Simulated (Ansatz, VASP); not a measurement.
# TiO in VASP and in Ansatz

The input INCAR:

```
PREC     = Accurate       # precision mode
ENCUT    = 520            # plane-wave cutoff, eV
EDIFF    = 1E-6           # SCF threshold, eV
ISMEAR   = 0              # smearing method
SIGMA    = 0.1            # smearing width, eV
LREAL    = False          # projectors in reciprocal space
LASPH    = True           # aspherical terms in the spheres
NELM     = 60             # most SCF steps
ALGO     = Normal         # electronic algorithm
ISIF     = 2              # what is computed and relaxed
LWAVE    = False          # write WAVECAR
LCHARG   = False          # write CHGCAR
GGA      = PS             # functional
NBANDS   = 36             # bands
```

Contents of KPOINTS:

```
regular mesh
0
Gamma
  10 10 10
```

Contents of POSCAR:

```
TiO
1.0
    3.9511688200      0.0000000000      0.0000000000
    0.0000000000      3.9511688200      0.0000000000
    0.0000000000      0.0000000000      3.9511688200
Ti O
3 3
Direct
    0.5000000000      0.5000000000      0.0000000000
    0.0000000000      0.5000000000      0.5000000000
    0.5000000000      0.0000000000      0.5000000000
    0.0000000000      0.5000000000      0.0000000000
    0.5000000000      0.0000000000      0.0000000000
    0.0000000000      0.0000000000      0.5000000000
```

Input for Ansatz:

```yaml
crystal:
  lattice:
    - [3.951168829, 0.0, 0.0]
    - [0.0, 3.951168829, 0.0]
    - [0.0, 0.0, 3.951168829]
  atoms:
    - { symbol: Ti, position: [0.5, 0.5, 0.0] }
    - { symbol: Ti, position: [0.0, 0.5, 0.5] }
    - { symbol: Ti, position: [0.5, 0.0, 0.5] }
    - { symbol: O, position: [0.0, 0.5, 0.0] }
    - { symbol: O, position: [0.5, 0.0, 0.0] }
    - { symbol: O, position: [0.0, 0.0, 0.5] }
basis:
  ecutwfc: 420
kpoints:
  mp_grid: { grid: [10, 10, 10] }
hamiltonian:
  xc: pbesol
scf:
  occupations: { method: gaussian, width: 0.1 }
output:
  forces: true
  stress: true
  eigenvalues: true
```

Alike in both runs: task single point; functional PBEsol; k mesh 10 × 10 × 10; occupations gaussian, width 0.1 eV; no spin polarisation.

```csv
,VASP,Ansatz
version,VASP 6.6.1,Ansatz 0.2.0
potentials or method,"VASP PAW PBE potentials, release 64 (Ti_sv, O), cutoff 520 eV","scalar-relativistic, plane waves, PAW"
valence electrons in the cell,54,54
```

|  | VASP | Ansatz | Ansatz less VASP |
| --- | --- | --- | --- |
| gap on the k mesh at the Fermi level (eV) | none | none | - |
| pressure (GPa) | 16.4 | 15.9 | -0.58 |

VASP's potentials were made for PBE, not for PBEsol. A gap of «none» marks a metal or a gap that the smearing closes.
